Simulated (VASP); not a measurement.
**Al12O: single point with PBE**

System: Al12O, a slab with vacuum.

```xyz
13
Lattice="5.7143 0.0000 0.0000 0.0000 5.7143 0.0000 0.0000 0.0000 21.1750" Properties=species:S:1:pos:R:3 pbc="T T T"
Al    1.4286    1.4286    4.0000
Al    1.4286    4.2857    4.0000
Al    4.2857    1.4286    4.0000
Al    4.2857    4.2857    4.0000
Al    0.0000    0.0000    6.0850
Al    0.0000    2.8572    6.0850
Al    2.8572    0.0000    6.0850
Al    2.8572    2.8572    6.0850
Al    1.4286    1.4286    8.1750
Al    1.4286    4.2857    8.1750
Al    4.2857    1.4286    8.1750
Al    4.2857    4.2857    8.1750
O     2.8572    2.8572   10.2050
```

```yaml
Program: VASP 6.6.1
Task: single point
Functional: PBE
Potentials_or_basis: VASP PAW PBE potentials, release 64 (Al, O)
Cutoff: 520 eV
k_mesh: 5 × 5 × 1
Occupations: gaussian, width 0.1 eV
Spin: collinear spin, ferromagnetic start
Starting_moments: "[0.0, 0.0, 0.0, 0.0, 0.0, 0.0, 0.0, 0.0, 0.0, 0.0, 0.0, 0.0, 2.0] μB"
```

| Property | Result |
| --- | --- |
| Largest force | 3.146 eV/Å |
| Net moment | 0.86 μB per cell |
| Site moments | Al +0.01, +0.00, -0.00 (each value once); O +0.53 μB |
| Valence electrons inside the program's atomic spheres | Al 0.76, 0.77, 0.73 (each value once); O 4.67 |

Forces on the atoms (eV/Å):
```
Al   0.036  0.036  0.034
Al   0.036 -0.036  0.034
Al  -0.036  0.036  0.034
Al  -0.036 -0.036  0.034
Al   0.000  0.000 -0.142
Al   0.000  0.000  0.073
Al   0.000  0.000  0.073
Al   0.000  0.000  0.131
Al   0.256  0.256  0.719
Al   0.256 -0.256  0.719
Al  -0.256  0.256  0.719
Al  -0.256 -0.256  0.719
O    0.000  0.000 -3.146
```

Levels at points of the mesh, in eV from the Fermi level:
Spin up:
```csv
k point,band 19,band 20,band 21,band 22,band 23,band 24,band 25,band 26
"(0.00, 0.00, 0.00)",-0.79,-0.48,-0.48,-0.42,-0.06,0.05,0.05,0.46
```
Spin down:
| k point | band 16 | band 17 | band 18 | band 19 | band 20 | band 21 | band 22 | band 23 | band 24 | band 25 |
| --- | --- | --- | --- | --- | --- | --- | --- | --- | --- | --- |
| (0.00, 0.00, 0.00) | -1.31 | -1.31 | -0.79 | -0.76 | -0.40 | -0.26 | -0.26 | -0.02 | 0.23 | 0.23 |

It took 8.1 min on 1 thread of AMD EPYC 9R45 96-Core Processor (Zen 5) (shared host), peak memory 0.89 GiB.
